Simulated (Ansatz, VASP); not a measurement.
One calculation of Ni, two programs

File INCAR:

```
SYSTEM = Ni
ALGO = Normal
EDIFF = 1E-6
ENCUT = 690
GGA = CA
GGA_COMPAT = .FALSE.
ISIF = 2
ISMEAR = -1
ISPIN = 2
LASPH = .TRUE.
LCHARG = .FALSE.
LMAXMIX = 4
LORBIT = 11
LREAL = .FALSE.
LWAVE = .FALSE.
MAGMOM = 1
NBANDS = 19
NELM = 200
PREC = Accurate
SIGMA = 0.05
```

File KPOINTS:

```
k-points
0
G
  17 17 17
  0 0 0
```

Contents of POSCAR:

```
Ni
1.0
   -1.3883273833      1.3883273833      1.3837150000
    1.3883273833     -1.3883273833      1.3837150000
    1.3791026167      1.3791026167     -1.3837150000
Ni
1
Direct
    0.0000000000      0.0000000000      0.0000000000
```

Input for Ansatz:

```yaml
crystal:
  lattice:
    - [-1.3883273833333334, 1.3883273833333334, 1.383715]
    - [1.3883273833333334, -1.3883273833333334, 1.383715]
    - [1.3791026166666667, 1.3791026166666667, -1.383715]
  atoms:
    - { symbol: Ni, position: [0.0, 0.0, 0.0], spin: 1.0 }
basis:
  ecutwfc: 470.0
kpoints:
  mp_grid:
    grid: [17, 17, 17]
hamiltonian:
  xc: lda
  pseudopotentials:
    kind: paw
magnetization:
  spin_polarized: true
scf:
  convergence:
    dr2_threshold: 1.0e-09
  occupations:
    method: fermi_dirac
    width: 0.05
output:
  stress: true
```

Alike in both runs: task single point; functional LDA; k mesh 17 × 17 × 17; occupations fermi-dirac, width 0.05 eV; collinear spin.

|  | VASP | Ansatz |
| --- | --- | --- |
| version | VASP 6.6.1 | Ansatz 0.2.0 |
| potentials or method | VASP PAW LDA potentials, release 64 (Ni_sv_GW), cutoff 690 eV | plane waves, PAW |
| valence electrons in the cell | 18 | 18 |

Ansatz gave:

- pressure (GPa): -10.7
- traceless stress, the component that is largest in VASP (GPa): 1.01
- net moment per atom (μB): 0.47
- size of the moment on the site where the two differ most (μB): 0.49

Problem. Estimate VASP's values.

Solution. Pressure (GPa): -11.4; traceless stress, the component that is largest in VASP (GPa): 1.01; net moment per atom (μB): 0.41; size of the moment on the site where the two differ most (μB): 0.43.

LDA's correlation is that of Perdew and Zunger in VASP and of Perdew and Wang (1992) in Ansatz. Site moments also hang on the region over which each program counts them. Ansatz's warnings: stress scf threshold loose.
